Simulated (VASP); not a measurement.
# K7NaMgCl10 in VASP: single point with PBE

Aim: the single point of K7NaMgCl10 with PBE.

Everything below comes from runs of VASP 6.6.1. Logs are shortened: lines on timing, memory, paths and dates and some standing lists are left out, and cuts for length are marked.

### 1 The cell of the first run

The cell holds a disordered packing, 19 atoms: a = 8.286 Å, b = 9.485 Å, c = 8.558 Å, α = 88.42°, β = 77.45°, γ = 94.28°.

### 2 Single point, PBE

Contents of INCAR:

```
ALGO = Normal
EDIFF = 1E-6
ENCUT = 400
GGA = PE
GGA_COMPAT = False
ISIF = 2
ISMEAR = 0
ISYM = -1
LASPH = True
LCHARG = False
LREAL = Auto
LWAVE = False
NBANDS = 86
NELM = 120
PREC = Accurate
SIGMA = 0.1
```

Contents of KPOINTS:

```
explicit points
1
Reciprocal
  0.25000000   0.25000000   0.25000000 1
```

Contents of POSCAR:

```
K7NaMgCl10
1.0
    8.2251184719     -0.3188315581      0.9497569832
   -0.3655153457      9.4764499815      0.1694656822
    0.8945482431      0.1181159280      8.5103334206
Mg Cl K Na
1 10 7 1
Direct
    0.3770143371      0.8271207958      0.1610215017
    0.3655167327      0.9485837045      0.9183372501
    0.9620609759      0.0550675083      0.7306612028
    0.6507434320      0.7642205401      0.1121344790
    0.4379655724      0.3553769494      0.1500845068
    0.9129744947      0.1456314449      0.2878120252
    0.3459925892     -0.0198134738      0.3750158497
    0.7536408467      0.7271155433      0.5643227992
    0.9201710461      0.4443803742     -0.0745267970
    0.4712847876      0.3231267965      0.6398000417
    0.1309698784      0.6805374193      0.2206713141
    0.1839101852      0.2366462225      0.9541279748
    0.5979874015      0.5381382837      0.8493737363
    0.6168851149      0.0287203424      0.5826450568
    0.6981855680      0.1444861793      1.0280943388
    0.7252600429      0.4896809858      0.3135553702
    0.1834434564      0.2801222699      0.4666578734
    0.0155932777      0.7668854612      0.8893080399
    0.0077539439      0.9054379813      0.4281596052
```

Potentials or basis: VASP PAW PBE potentials, release 64 (Mg, Cl, K_sv, Na_pv).

Run with:

```bash
$ cat potpaw_PBE.64/Mg/POTCAR potpaw_PBE.64/Cl/POTCAR potpaw_PBE.64/K_sv/POTCAR potpaw_PBE.64/Na_pv/POTCAR > POTCAR
$ mpirun -np 1 vasp_std > vasp.out
```

OUTCAR:

```text
EDIFF = 1E-6
   ENCUT = 400
   GGA = PE
   ISIF = 2
   ISMEAR = 0
   ISYM = -1
   LASPH = True
   LREAL = Auto
   NELM = 120
   PREC = Accurate

 ion  position               nearest neighbor table
   1  0.377  0.827  0.161-  11 2.33   4 2.34   7 2.35   2 2.37
   2  0.366  0.949  0.918-   1 2.37  14 3.20  12 3.21
   3  0.962  0.055  0.731-  18 3.12  15 3.16  17 3.22
   4  0.651  0.764  0.112-   1 2.34  18 3.20  13 3.22
   5  0.438  0.355  0.150-  13 3.05  17 3.08  15 3.09  12 3.13  16 3.22
   6  0.913  0.146  0.288-  15 3.13  17 3.19  14 3.22
   7  0.346  0.980  0.375-   1 2.35  14 3.17
   8  0.754  0.727  0.564-  19 2.64  13 2.98  14 3.15  16 3.18
   9  0.920  0.444  0.925-  13 3.07  18 3.09  12 3.09
  10  0.471  0.323  0.640-  13 3.03  17 3.08  14 3.13  12 3.22
  11  0.131  0.681  0.221-   1 2.33
  12  0.184  0.237  0.954-   9 3.09   5 3.13   2 3.21  10 3.22
  13  0.598  0.538  0.849-   8 2.98  10 3.03   5 3.05   9 3.07   4 3.22
  14  0.617  0.029  0.583-  10 3.13   8 3.15   7 3.17   2 3.20   6 3.22
  15  0.698  0.144  0.028-   5 3.09   6 3.13   3 3.16
  16  0.725  0.490  0.314-   8 3.18   5 3.22
  17  0.183  0.280  0.467-  10 3.08   5 3.08   6 3.19   3 3.22
  18  0.016  0.767  0.889-   9 3.09   3 3.12   4 3.20
  19  0.008  0.905  0.428-   8 2.64

IMPORTANT INFORMATION: All symmetrisations will be switched off!
NOSYMM: (Re-)initialisation of all symmetry stuff for point group C_1.

----------------------------------------------------------------------------------------

                                     Primitive cell

  volume of cell :     654.0403

  direct lattice vectors                    reciprocal lattice vectors
     8.225118472 -0.318831558  0.949756983     0.123276396  0.004987847 -0.013027201
    -0.365515346  9.476449982  0.169465682     0.004320138  0.105725742 -0.001921484
     0.894548243  0.118115928  8.510333421    -0.013843727 -0.002661955  0.118996313

  length of vectors
     8.285907661  9.485010508  8.558033820     0.124063114  0.105831414  0.119828450

  position of ions in fractional coordinates (direct lattice)
     0.377014337  0.827120796  0.161021502
     0.365516733  0.948583705  0.918337250
     0.962060976  0.055067508  0.730661203
     0.650743432  0.764220540  0.112134479
     0.437965572  0.355376949  0.150084507
     0.912974495  0.145631445  0.287812025
[... 11 lines left out ...]
     0.015593278  0.766885461  0.889308040
     0.007753944  0.905437981  0.428159605

  ion indices of the primitive-cell ions
   primitive index   ion index
                 1           1
                 2           2
                 3           3
                 4           4
                 5           5
                 6           6
[... 11 lines left out ...]
                18          18
                19          19

----------------------------------------------------------------------------------------

 KPOINTS: explicit points

Read explicit list of k-points.

 Found      1 k-points:

 Following reciprocal coordinates:
            Coordinates               Weight
  0.250000  0.250000  0.250000      1.000000
   k-points           NKPTS =      1   k-points in BZ     NKDIM =      1   number of bands    NBANDS=     86
   number of dos      NEDOS =    301   number of ions     NIONS =     19
   total plane-waves  NPLWV = 193536
   dimension x,y,z NGX =    54 NGY =   64 NGZ =   56
   dimension x,y,z NGXF=   108 NGYF=  128 NGZF=  112
   ions per type =               1  10   7   1
   NGX,Y,Z   is equivalent  to a cutoff of  10.83, 11.22, 10.88 a.u.
   NGXF,Y,Z  is equivalent  to a cutoff of  21.67, 22.43, 21.76 a.u.
 SYSTEM =  unknown system
   PREC   = accura    normal or accurate (medium, high low for compatibility)
   ISTART =      0    job   : 0-new  1-cont  2-samecut
   ICHARG =      2    charge: 1-file 2-atom 10-const
   ISPIN  =      1    spin polarized calculation?
   LNONCOLLINEAR =      F non collinear calculations
   LSORBIT =      F    spin-orbit coupling
   LASPH  =      T    aspherical Exc in radial PAW
   ENCUT  =  400.0 eV  29.40 Ry    5.42 a.u.  13.51 15.47 13.96*2*pi/ulx,y,z
   NELM   =    120;   NELMIN=  2; NELMDL= -5     # of ELM steps
   EDIFF  = 0.1E-05   stopping-criterion for ELM
   LREAL  =      T    real-space projection
   EDIFFG = 0.1E-04   stopping-criterion for IOM
   NSW    =      0    number of steps for IOM
   IBRION =     -1    ionic relax: 0-MD 1-quasi-New 2-CG
   NFREE  =      0    steps in history (QN), initial steepest desc. (CG)
   ISIF   =      2    stress and relaxation
   ISYM   =     -1    0-nonsym 1-usesym 2-fastsym
   POTIM  = 0.5000    time-step for ionic-motion
   TEBEG  =    0.0;   TEEND  =   0.0 temperature during run
   PSTRESS=    0.0 pullay stress
   NELECT =     142.0000    total number of electrons
   NUPDOWN=      -1.0000    fix difference up-down
   EMIN   =  10.00;   EMAX   =-10.00  energy-range for DOS
   EFERMI =   0.00;   METHOD = LEGACY
   ISMEAR =     0;   SIGMA  =   0.10  broadening in eV -4-tet -1-fermi 0-gaus
   EFERMI_NEDOS =   21; number of points for ismear=-14 and -15
   IALGO  =     38    algorithm
   IMIX   =      4    mixing-type and parameters
     AMIX     =   0.40;   BMIX     =  1.00
     AMIX_MAG =   1.60;   BMIX_MAG =  1.00
  volume/ion in A,a.u.               =      34.42       232.30
  Fermi-wavevector in a.u.,A,eV,Ry     =   0.983942  1.859381 13.172366  0.968142
  Thomas-Fermi vector in A             =   2.115138
   LORBIT       =      0    0 simple, 1 ext, 2 COOP (PROOUT), +10 PAW based schemes
   GGA     = PE    functional components
   LHFCALC =     F    Hartree Fock is set to
   AEXX    =    0.0000 exact exchange contribution
   IVDW    =     0    specifies the selected vdW correction
   LEPSILON=     F    determine dielectric tensor
   LRPA    =     F    only Hartree local field effects (RPA)
 non-spin polarized calculation
 Gauss-broadening in eV      SIGMA  =   0.10
  energy-cutoff  :      400.00
  volume of cell :      654.04
 maximum number of plane-waves:     11894
 NGX is ok and might be reduce to    54
   NGX = 27   NGY = 31   NGZ = 27

 number of electron     142.0000008 magnetization

 Free energy of the ion-electron system (eV)
  ---------------------------------------------------
  ext. energy  EPLUGINS =         0.00000000
  ---------------------------------------------------
  free energy    TOTEN  =       -64.07893286 eV

  energy without entropy =      -64.07893286  energy(sigma->0) =      -64.07893286

 E-fermi :  -1.5240     XC(G=0):  -6.9068

 val. band max:       -2.0119028837   @ k =   0.2500   0.2500   0.2500
 cond. band min:       3.0361248606   @ k =   0.2500   0.2500   0.2500
 fundamental gap:      5.0480277443
 Fermi energy:        -1.5240209424

 k-point     1 :       0.2500    0.2500    0.2500
  band No.  band energies     occupation
      1     -30.0142      2.00000
      2     -29.8558      2.00000
      3     -29.7943      2.00000
      4     -29.7629      2.00000
      5     -29.6650      2.00000
      6     -29.5660      2.00000
[... 75 lines left out ...]
     82       5.5125      0.00000
     83       5.6088      0.00000
 [bands above 83 left out]

------------------------ aborting loop because EDIFF is reached ----------------------------------------

  FORCE on cell =-STRESS in cart. coord.  units (eV):
  Direction    XX          YY          ZZ          XY          YZ          ZX
  --------------------------------------------------------------------------------------
  -------------------------------------------------------------------------------------
  Total       -0.0461712      0.0547104     -0.0853117      0.0154541     -0.0145714      0.0257322
  in kB       -0.1131037      0.1340219     -0.2089847      0.0378572     -0.0356951      0.0630352
  external PRESSURE =      -0.0626889 kB  Pullay stress =       0.0000000 kB

 VOLUME and BASIS-vectors are now :
 -----------------------------------------------------------------------------
  energy-cutoff  :      400.00
  volume of cell :      654.04
      direct lattice vectors                 reciprocal lattice vectors
     8.225118472 -0.318831558  0.949756983     0.123276396  0.004987847 -0.013027201
    -0.365515346  9.476449982  0.169465682     0.004320138  0.105725742 -0.001921484
     0.894548243  0.118115928  8.510333421    -0.013843727 -0.002661955  0.118996313

 POSITION                                       TOTAL-FORCE (eV/Angst)
 -----------------------------------------------------------------------------------
      2.94270      7.73698      1.86859        -0.023796      0.016463      0.004463
      3.48119      8.98114      8.32326         0.016426     -0.021776      0.020412
      8.54655      0.30141      7.14123        -0.009080      0.002903     -0.015693
      5.17342      7.04787      1.70186        -0.027572      0.015213     -0.001896
      3.60668      3.24580      1.75345         0.003951     -0.001510      0.006649
      7.71355      1.12298      3.34116        -0.006987     -0.002497      0.000606
[... 11 lines left out ...]
      0.64348      7.36742      7.71308         0.006607     -0.001018      0.006395
      0.11584      8.62844      3.80459         0.013254     -0.000399     -0.005323
 -----------------------------------------------------------------------------------
    total drift:                               -0.002558     -0.001408     -0.001185

  FREE ENERGIE OF THE ION-ELECTRON SYSTEM (eV)
  ---------------------------------------------------
  free  energy   TOTEN  =       -64.0789328606 eV

  energy  without entropy=      -64.0789328606  energy(sigma->0) =      -64.07893286
```

Wall time 1.7 min (1 thread of AMD EPYC 7R43 (Zen 3), shared host); peak memory 0.41 GiB.

What came out:

```yaml
Free_energy: -64.0789 eV
Pressure: 0.0 GPa
Largest_force: 0.034 eV/Å
```

Forces in eV/Å, atoms in the order of the input:
```
Mg  -0.024  0.016  0.004
Cl   0.016 -0.022  0.020
Cl  -0.009  0.003 -0.016
Cl  -0.028  0.015 -0.002
Cl   0.004 -0.002  0.007
Cl  -0.007 -0.002  0.001
Cl   0.014 -0.008 -0.001
Cl   0.003  0.012 -0.004
Cl   0.002 -0.014 -0.004
Cl   0.000 -0.010 -0.015
Cl   0.016 -0.006  0.003
K    0.006  0.006  0.011
K   -0.006  0.000  0.011
K    0.002 -0.005 -0.013
K   -0.008  0.010  0.008
K   -0.003 -0.005  0.001
K    0.002  0.012 -0.012
K    0.007 -0.001  0.006
Na   0.013  0.000 -0.005
```
